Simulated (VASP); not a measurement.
# ZrC in VASP: further runs

The runs below take ZrC through single point, with PBE.

Program: VASP 6.6.1. These are calculated values, not measurements. Logs are shortened: lines on timing, memory, paths and dates and some standing lists are left out, and cuts for length are marked.

### Step 1. The cell of the first run

Symmetry: Fm-3m, No. 225, cubic system. The conventional cell has a = 5.076 Å, b = 5.076 Å, c = 5.076 Å, α = 90.00°, β = 90.00°, γ = 90.00°. Zr (site symmetry m-3m) has 6 C at 2.54 Å within 3.3 Å. C (site symmetry m-3m) has 6 Zr at 2.54 Å within 3.3 Å.

### Step 2. Single point, PBE (strain +0.080 along x and y, +0.080 along z)

Input file INCAR:

```
ALGO = Normal
EDIFF = 1E-6
ENCUT = 520
GGA = PE
ISIF = 2
ISMEAR = 0
LASPH = T
LCHARG = T
LELF = T
LREAL = F
LVHAR = T
LWAVE = F
NBANDS = 15
NELM = 60
PREC = Accurate
SIGMA = 0.15
```

Input file KPOINTS:

```
k-points
0
Gamma
  18 18 18
```

Input file POSCAR:

```
ZrC
1.0
    0.0000000000      2.5382268000      2.5382268000
    2.5382268000      0.0000000000      2.5382268000
    2.5382268000      2.5382268000      0.0000000000
Zr C
1 1
Direct
    0.5000000000      0.5000000000      0.5000000000
    0.0000000000      0.0000000000      0.0000000000
```

Potentials or basis: VASP PAW PBE potentials, release 64 (Zr_sv, C).

Launch:

```sh
cat potpaw_PBE.64/Zr_sv/POTCAR potpaw_PBE.64/C/POTCAR > POTCAR
mpirun -np 1 vasp_std > vasp.out
```

OUTCAR:

```text
EDIFF = 1E-6
   ENCUT = 520
   GGA = PE
   ISIF = 2
   ISMEAR = 0
   LASPH = T
   LREAL = F
   NELM = 60
   PREC = Accurate

 ion  position               nearest neighbor table
   1  0.500  0.500  0.500-   2 2.54   2 2.54   2 2.54   2 2.54   2 2.54   2 2.54
   2  0.000  0.000  0.000-   1 2.54   1 2.54   1 2.54   1 2.54   1 2.54   1 2.54

  LATTYP: Found a face centered cubic cell.
 ALAT       =     5.0764536000

  Lattice vectors:

 A1 = (   0.0000000000,   2.5382268000,   2.5382268000)
 A2 = (   2.5382268000,   0.0000000000,   2.5382268000)
 A3 = (   2.5382268000,   2.5382268000,   0.0000000000)

Analysis of symmetry for initial positions (statically):
=====================================================================
 Subroutine PRICEL returns:
 Original cell was already a primitive cell.

 Routine SETGRP: Setting up the symmetry group for a
 face centered cubic supercell.

 Subroutine GETGRP returns: Found 48 space group operations
 (whereof 48 operations were pure point group operations)
 out of a pool of 48 trial point group operations.

The static configuration has the point symmetry O_h .

Analysis of symmetry for dynamics (positions and initial velocities):
=====================================================================
 Subroutine PRICEL returns:
 Original cell was already a primitive cell.

 Routine SETGRP: Setting up the symmetry group for a
 face centered cubic supercell.

 Subroutine GETGRP returns: Found 48 space group operations
 (whereof 48 operations were pure point group operations)
 out of a pool of 48 trial point group operations.

The dynamic configuration has the point symmetry O_h .

 Subroutine INISYM returns: Found 48 space group operations
 (whereof 48 operations are pure point group operations),
 and found     1 'primitive' translations

----------------------------------------------------------------------------------------

                                     Primitive cell

  volume of cell :      32.7055

  direct lattice vectors                    reciprocal lattice vectors
     0.000000000  2.538226800  2.538226800    -0.196987913  0.196987913  0.196987913
     2.538226800  0.000000000  2.538226800     0.196987913 -0.196987913  0.196987913
     2.538226800  2.538226800  0.000000000     0.196987913  0.196987913 -0.196987913

  length of vectors
     3.589594765  3.589594765  3.589594765     0.341193074  0.341193074  0.341193074

  position of ions in fractional coordinates (direct lattice)
     0.500000000  0.500000000  0.500000000
     0.000000000  0.000000000  0.000000000
[... 88 lines left out ...]
   NELECT =      16.0000    total number of electrons
   NUPDOWN=      -1.0000    fix difference up-down
   EMIN   =  10.00;   EMAX   =-10.00  energy-range for DOS
   EFERMI =   0.00;   METHOD = LEGACY
   ISMEAR =     0;   SIGMA  =   0.15  broadening in eV -4-tet -1-fermi 0-gaus
   EFERMI_NEDOS =   21; number of points for ismear=-14 and -15
   IALGO  =     38    algorithm
   IMIX   =      4    mixing-type and parameters
     AMIX     =   0.40;   BMIX     =  1.00
     AMIX_MAG =   1.60;   BMIX_MAG =  1.00
  volume/ion in A,a.u.               =      16.35       110.35
  Fermi-wavevector in a.u.,A,eV,Ry     =   1.289955  2.437661 22.639859  1.663983
  Thomas-Fermi vector in A             =   2.421816
   LORBIT       =      0    0 simple, 1 ext, 2 COOP (PROOUT), +10 PAW based schemes
   GGA     = PE    functional components
   LHFCALC =     F    Hartree Fock is set to
   AEXX    =    0.0000 exact exchange contribution
   IVDW    =     0    specifies the selected vdW correction
   LEPSILON=     F    determine dielectric tensor
   LRPA    =     F    only Hartree local field effects (RPA)
 non-spin polarized calculation
 Gauss-broadening in eV      SIGMA  =   0.15
  energy-cutoff  :      520.00
  volume of cell :       32.71
 maximum number of plane-waves:       901
   NGX = 13   NGY = 13   NGZ = 13

 number of electron      16.0000000 magnetization

 Free energy of the ion-electron system (eV)
  ---------------------------------------------------
  ext. energy  EPLUGINS =         0.00000000
  ---------------------------------------------------
  free energy    TOTEN  =       -18.68629744 eV

  energy without entropy =      -18.68261989  energy(sigma->0) =      -18.68445866

 E-fermi :   7.1925     XC(G=0): -11.0350

 val. band max:        7.1699111448   @ k =   0.5000   0.4444   0.0000
 cond. band min:       7.1995068756   @ k =   0.1111   0.0556   0.0000
 fundamental gap:      0.0295957308
 Fermi energy:         7.1924785858

 k-point     1 :       0.0000    0.0000    0.0000
  band No.  band energies     occupation
      1     -41.8556      2.00000
      2     -19.6497      2.00000
      3     -19.6497      2.00000
      4     -19.6497      2.00000
      5      -3.2766      2.00000
      6       8.0398      0.00000
      7       8.0398      0.00000
      8       8.0398      0.00000
      9       8.1225      0.00000
     10       8.1225      0.00000
     11       8.1225      0.00000
     12       9.3232      0.00000
     13       9.3232      0.00000
     14      12.0746      0.00000
[... 401 lines left out ...]
      2     -19.8191      2.00000
      3     -19.6795      2.00000
      4     -19.6632      2.00000
      5      -2.4273      2.00000
      6       4.8896      2.00000
      7       5.7896      2.00000
      8       6.0103      2.00000
      9       8.9448      0.00000
     10       9.2098      0.00000
     11       9.6303      0.00000
     12      11.7272      0.00000
     13      12.7381      0.00000
     14      14.1110      0.00000
     15      18.5255      0.00000

 [... further k-points ...]

------------------------ aborting loop because EDIFF is reached ----------------------------------------

  FORCE on cell =-STRESS in cart. coord.  units (eV):
  Direction    XX          YY          ZZ          XY          YZ          ZX
  --------------------------------------------------------------------------------------
  -------------------------------------------------------------------------------------
  Total       -6.4046904     -6.4046904     -6.4046904      0.0000000      0.0000000     -0.0000000
  in kB     -313.7526836   -313.7526836   -313.7526836      0.0000000      0.0000000     -0.0000000
  external PRESSURE =    -313.7526836 kB  Pullay stress =       0.0000000 kB

 VOLUME and BASIS-vectors are now :
 -----------------------------------------------------------------------------
  energy-cutoff  :      520.00
  volume of cell :       32.71
      direct lattice vectors                 reciprocal lattice vectors
     0.000000000  2.538226800  2.538226800    -0.196987913  0.196987913  0.196987913
     2.538226800  0.000000000  2.538226800     0.196987913 -0.196987913  0.196987913
     2.538226800  2.538226800  0.000000000     0.196987913  0.196987913 -0.196987913

 POSITION                                       TOTAL-FORCE (eV/Angst)
 -----------------------------------------------------------------------------------
      2.53823      2.53823      2.53823         0.000000     -0.000000     -0.000000
      0.00000      0.00000      0.00000        -0.000000      0.000000      0.000000
 -----------------------------------------------------------------------------------
    total drift:                                0.000000      0.000000      0.000000

  FREE ENERGIE OF THE ION-ELECTRON SYSTEM (eV)
  ---------------------------------------------------
  free  energy   TOTEN  =       -18.6862974372 eV

  energy  without entropy=      -18.6826198882  energy(sigma->0) =      -18.68445866
```

OSZICAR:

```text
N       E                     dE             d eps       ncg     rms          rms(c)
DAV:   1     0.980947190292E+02    0.98095E+02   -0.83224E+03  5850   0.104E+03
DAV:   2    -0.158446836904E+02   -0.11394E+03   -0.10677E+03  7509   0.276E+02
DAV:   3    -0.224368382659E+02   -0.65922E+01   -0.65464E+01 10446   0.542E+01
DAV:   4    -0.225204057272E+02   -0.83567E-01   -0.83531E-01  6724   0.508E+00
DAV:   5    -0.225216680074E+02   -0.12623E-02   -0.12622E-02  7898   0.477E-01    0.139E+01
DAV:   6    -0.190773709953E+02    0.34443E+01   -0.78388E+00  6691   0.224E+01    0.508E+00
DAV:   7    -0.187317037120E+02    0.34567E+00   -0.74588E-01  6733   0.680E+00    0.369E+00
DAV:   8    -0.187822581704E+02   -0.50554E-01   -0.79609E-01  6448   0.704E+00    0.492E+00
DAV:   9    -0.186860886964E+02    0.96169E-01   -0.22267E-01  5976   0.373E+00    0.433E-01
DAV:  10    -0.186863980387E+02   -0.30934E-03   -0.32832E-03  8334   0.496E-01    0.180E-01
DAV:  11    -0.186863020806E+02    0.95958E-04   -0.16397E-04  7390   0.126E-01    0.560E-02
DAV:  12    -0.186862990785E+02    0.30021E-05   -0.29712E-05  7307   0.340E-02    0.974E-03
DAV:  13    -0.186862974247E+02    0.16539E-05   -0.28521E-06  6627   0.107E-02    0.232E-03
DAV:  14    -0.186862974372E+02   -0.12520E-07   -0.15832E-07  3765   0.284E-03
   1 F= -.18686297E+02 E0= -.18684459E+02  d E =-.367755E-02
```

stdout:

```text
POSCAR found type information on POSCAR ZrC
 POSCAR found :  2 types and       2 ions
 scaLAPACK will be used
 LDA part: xc-table for (Slater+PW92), standard interpolation
 POSCAR, INCAR and KPOINTS ok, starting setup
 FFT: planning ... GRIDC
 FFT: planning ... GRID_SOFT
 FFT: planning ... GRID
 WAVECAR not read
 entering main loop
```

Wall time 3.2 min (1 thread of Intel Xeon 8259CL, shared host); peak memory 0.23 GiB.

Results:

| Item | Value |
| --- | --- |
| Free energy | -18.6863 eV |
| Pressure | -31.4 GPa |
| Band gap on the k mesh | zero (bands 8 and 9 overlap by 1.19 eV) |

Caveat: the cell differs from its parent crystal (strain +0.080 along x and y, +0.080 along z); the cell stands under tension.

### Step 3. Single point, PBE (strain -0.080 along x and y, -0.040 along z)

Input file INCAR:

```
PREC = Accurate
ENCUT = 520
EDIFF = 1E-6
ISMEAR = 0
SIGMA = 0.15
LREAL = F
LASPH = T
NELM = 100
ALGO = Normal
ISIF = 2
LWAVE = F
LCHARG = F
GGA = PE
NBANDS = 15
```

Input file KPOINTS:

```
Automatic mesh
0
Gamma
  18 18 18
```

Input file POSCAR:

```
ZrC
1.0
    0.0000000000      2.1621932000      2.2562016000
    2.1621932000      0.0000000000      2.2562016000
    2.1621932000      2.1621932000      0.0000000000
Zr C
1 1
Direct
    0.5000000000      0.5000000000      0.5000000000
    0.0000000000      0.0000000000      0.0000000000
```

Potentials or basis: VASP PAW PBE potentials, release 64 (Zr_sv, C).

Launch:

```sh
cat potpaw_PBE.64/Zr_sv/POTCAR potpaw_PBE.64/C/POTCAR > POTCAR
mpirun -np 1 vasp_std > vasp.out
```

OUTCAR:

```text
PREC = Accurate
   ENCUT = 520
   EDIFF = 1E-6
   ISMEAR = 0
   LREAL = F
   LASPH = T
   NELM = 100
   ISIF = 2
   GGA = PE

 ion  position               nearest neighbor table
   1  0.500  0.500  0.500-   2 2.16   2 2.16   2 2.16   2 2.16   2 2.26   2 2.26
   2  0.000  0.000  0.000-   1 2.16   1 2.16   1 2.16   1 2.16   1 2.26   1 2.26

  LATTYP: Found a body centered tetragonal cell.
 ALAT       =     3.0578029479
 C/A-ratio  =     1.4757011086

  Lattice vectors:

 A1 = (  -2.1621932000,   0.0000000000,   2.2562016000)
 A2 = (   2.1621932000,   0.0000000000,   2.2562016000)
 A3 = (   0.0000000000,   2.1621932000,  -2.2562016000)

Analysis of symmetry for initial positions (statically):
=====================================================================
 Subroutine PRICEL returns:
 Original cell was already a primitive cell.

 Routine SETGRP: Setting up the symmetry group for a
 body centered tetragonal supercell.

 Subroutine GETGRP returns: Found 16 space group operations
 (whereof 16 operations were pure point group operations)
 out of a pool of 16 trial point group operations.

The static configuration has the point symmetry D_4h.

Analysis of symmetry for dynamics (positions and initial velocities):
=====================================================================
 Subroutine PRICEL returns:
 Original cell was already a primitive cell.

 Routine SETGRP: Setting up the symmetry group for a
 body centered tetragonal supercell.

 Subroutine GETGRP returns: Found 16 space group operations
 (whereof 16 operations were pure point group operations)
 out of a pool of 16 trial point group operations.

The dynamic configuration has the point symmetry D_4h.

 Subroutine INISYM returns: Found 16 space group operations
 (whereof 16 operations are pure point group operations),
 and found     1 'primitive' translations

----------------------------------------------------------------------------------------

                                     Primitive cell

[... 120 lines left out ...]
   LRPA    =     F    only Hartree local field effects (RPA)
 non-spin polarized calculation
 Gauss-broadening in eV      SIGMA  =   0.15
  energy-cutoff  :      520.00
  volume of cell :       21.10
 maximum number of plane-waves:       580
   NGX = 11   NGY = 11   NGZ = 11

 number of electron      16.0000000 magnetization

 Free energy of the ion-electron system (eV)
  ---------------------------------------------------
  ext. energy  EPLUGINS =         0.00000000
  ---------------------------------------------------
  free energy    TOTEN  =       -18.44112612 eV

  energy without entropy =      -18.43840147  energy(sigma->0) =      -18.43976379

 E-fermi :  12.2507     XC(G=0): -13.1917

 val. band max:       12.2434110979   @ k =   0.3889  -0.0000   0.3333
 cond. band min:      12.2683801520   @ k =   0.5000   0.0000   0.5000
 fundamental gap:      0.0249690541
 Fermi energy:        12.2507170365

 k-point     1 :       0.0000    0.0000    0.0000
  band No.  band energies     occupation
      1     -35.1829      2.00000
      2     -12.6651      2.00000
      3     -12.6651      2.00000
      4     -12.6558      2.00000
      5       0.2552      2.00000
      6      12.9217      0.00000
      7      12.9498      0.00000
      8      13.3041      0.00000
      9      13.3041      0.00000
     10      13.5007      0.00000
     11      13.5007      0.00000
     12      15.1977      0.00000
     13      15.9191      0.00000
     14      22.2133      0.00000
[... 401 lines left out ...]
      2     -13.5812      2.00000
      3     -12.8051      2.00000
      4     -12.6800      2.00000
      5       1.9976      2.00000
      6       9.1265      2.00000
      7       9.8257      2.00000
      8      10.0152      2.00000
      9      14.8603      0.00000
     10      15.1754      0.00000
     11      15.9270      0.00000
     12      18.9347      0.00000
     13      21.5945      0.00000
     14      23.9508      0.00000
     15      26.9624      0.00000

 [... further k-points ...]

------------------------ aborting loop because EDIFF is reached ----------------------------------------

  FORCE on cell =-STRESS in cart. coord.  units (eV):
  Direction    XX          YY          ZZ          XY          YZ          ZX
  --------------------------------------------------------------------------------------
  -------------------------------------------------------------------------------------
  Total       11.1644041     11.1644041      6.8258388      0.0000000      0.0000000      0.0000000
  in kB      847.9089812    847.9089812    518.4056427      0.0000000      0.0000000      0.0000000
  external PRESSURE =     738.0745350 kB  Pullay stress =       0.0000000 kB

 VOLUME and BASIS-vectors are now :
 -----------------------------------------------------------------------------
  energy-cutoff  :      520.00
  volume of cell :       21.10
      direct lattice vectors                 reciprocal lattice vectors
     0.000000000  2.162193200  2.256201600    -0.231246680  0.231246680  0.221611402
     2.162193200  0.000000000  2.256201600     0.231246680 -0.231246680  0.221611402
     2.162193200  2.162193200  0.000000000     0.231246680  0.231246680 -0.221611402

 POSITION                                       TOTAL-FORCE (eV/Angst)
 -----------------------------------------------------------------------------------
      2.16219      2.16219      2.25620         0.000000     -0.000000     -0.000000
      0.00000      0.00000      0.00000         0.000000      0.000000      0.000000
 -----------------------------------------------------------------------------------
    total drift:                               -0.000000     -0.000000      0.000000

  FREE ENERGIE OF THE ION-ELECTRON SYSTEM (eV)
  ---------------------------------------------------
  free  energy   TOTEN  =       -18.4411261165 eV

  energy  without entropy=      -18.4384014668  energy(sigma->0) =      -18.43976379
```

stdout:

```text
POSCAR found type information on POSCAR ZrC
 POSCAR found :  2 types and       2 ions
 scaLAPACK will be used
 LDA part: xc-table for (Slater+PW92), standard interpolation
 POSCAR, INCAR and KPOINTS ok, starting setup
 FFT: planning ... GRIDC
 FFT: planning ... GRID_SOFT
 FFT: planning ... GRID
 WAVECAR not read
 entering main loop
```

It took 3.3 min on 1 thread of Intel Xeon 8259CL, shared host; peak memory 0.27 GiB.

Results:

```
Free energy            : -18.4411 eV
Pressure               : 73.8 GPa
Band gap on the k mesh : zero (bands 8 and 9 overlap by 1.53 eV)
```

Stress tensor (GPa, compression positive):
```
84.79  0.00  0.00
 0.00 84.79  0.00
 0.00  0.00 51.84
```

Caveat: the cell differs from its parent crystal (strain -0.080 along x and y, -0.040 along z); the stress differs along the axes, from 52 to 85 GPa.

### Step 4. Single point, PBE (strain -0.040 along x and y, +0.000 along z)

INCAR is that of step 3.

Input file KPOINTS:

```
regular mesh
0
Gamma
  18 18 18
```

Input file POSCAR:

```
ZrC
1.0
    0.0000000000      2.2562016000      2.3502100000
    2.2562016000      0.0000000000      2.3502100000
    2.2562016000      2.2562016000      0.0000000000
Zr C
1 1
Direct
    0.5000000000      0.5000000000      0.5000000000
    0.0000000000      0.0000000000      0.0000000000
```

Launch:

```sh
cat potpaw_PBE.64/Zr_sv/POTCAR potpaw_PBE.64/C/POTCAR > POTCAR
mpirun -np 1 vasp_std > vasp.out
```

Wall time 3.1 min (1 thread of Intel Xeon 8259CL, shared host); peak memory 0.28 GiB.

It converged, with:

```
Free energy            : -19.2717 eV
Pressure               : 24.1 GPa
Band gap on the k mesh : zero (bands 8 and 9 overlap by 1.47 eV)
```

Stress tensor (GPa, compression positive):
```
30.85  0.00  0.00
 0.00 30.85  0.00
 0.00  0.00 10.72
```

Levels at points of the mesh, in eV from the Fermi level:
```tsv
k point	band 4	band 5	band 6	band 7	band 8	band 9	band 10	band 11	band 12	band 13
(0.00, 0.00, 0.00)	-25.46	-11.61	0.75	0.80	1.01	1.01	1.25	1.25	2.67	3.28
(0.50, 0.00, 0.00)	-25.52	-8.10	-5.65	-3.30	-3.22	4.79	5.08	5.87	6.85	10.58
(0.50, 0.50, 0.00)	-25.79	-10.54	-2.25	-2.01	0.28	0.28	4.86	6.23	6.23	8.72
(0.50, 0.00, 0.50)	-25.83	-10.54	-2.08	-1.75	-0.07	0.19	4.83	5.98	6.50	9.23
```

Caveat: the cell differs from its parent crystal (strain -0.040 along x and y, +0.000 along z); the stress differs along the axes, from 11 to 31 GPa.

### Step 5. Summary

| cell | gap on the mesh (eV) | pressure (GPa) |
| --- | --- | --- |
| a = 3.590 Å, angles 60.0°, 2 atoms | none | -31.4 |
| a = 3.125, b = 3.125, c = 3.058 Å, angles 60.7, 60.7, 58.6°, 2 atoms | none | 73.8 |
| a = 3.258, b = 3.258, c = 3.191 Å, angles 60.7, 60.7, 58.6°, 2 atoms | none | 24.1 |

Alike in all rows: task single point; level PBE; potentials or basis VASP PAW PBE potentials, release 64 (Zr_sv, C); no spin polarisation; k mesh 18 × 18 × 18; cutoff (eV) 520; smearing gaussian 0.15 eV.

Caveats: the cell stands under tension (at least some runs); the stress differs along the axes, from 52 to 85 GPa (at least some runs); the stress differs along the axes, from 11 to 31 GPa (at least some runs).

Absolute energies hang on the potentials; compare differences alone.

The gap in the log of VASP goes by the Fermi energy; the results here count the filled bands.